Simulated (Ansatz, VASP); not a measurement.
**Hf2SiBr in VASP and in Ansatz**

```xyz
4
Lattice="3.9952 0.0000 0.0000 -1.9976 3.4600 0.0000 0.0000 0.0000 7.2390" Properties=species:S:1:pos:R:3 pbc="T T T"
Hf    0.0000    0.0000    1.7802
Hf    0.0000    0.0000    5.4588
Si    0.0000    0.0000    0.0000
Br    0.0000    0.0000    3.6195
```

Alike in both runs: task relaxation of cell and atoms; functional PBE; k mesh 6 × 6 × 4; occupations gaussian, width 0.1 eV; no spin polarisation.

|  | VASP | Ansatz |
| --- | --- | --- |
| version | VASP 6.6.1 | Ansatz 0.2.0 |
| potentials or method | VASP PAW PBE potentials, release 64 (Hf_pv, Si, Br), cutoff 600 eV | scalar-relativistic, plane waves, PAW |
| valence electrons in the cell | 31 | 63 |

|  | VASP | Ansatz | Ansatz less VASP |
| --- | --- | --- | --- |
| gap on the k mesh at the Fermi level, each at its own relaxed structure (eV) | none | none | - |
| relaxed volume (Å³/atom) | 23.66 | 23.75 | +0.089 |
| relaxed cell length with the largest relative difference (Å) | 3.224 | 3.229 | +0.0048 |

A gap of «none» marks a metal or a gap that the smearing closes. VASP's potentials hold 31 valence electrons a cell and Ansatz's 63, so a difference there can come from the potentials and not from the codes.

Spin-orbit coupling is off throughout.
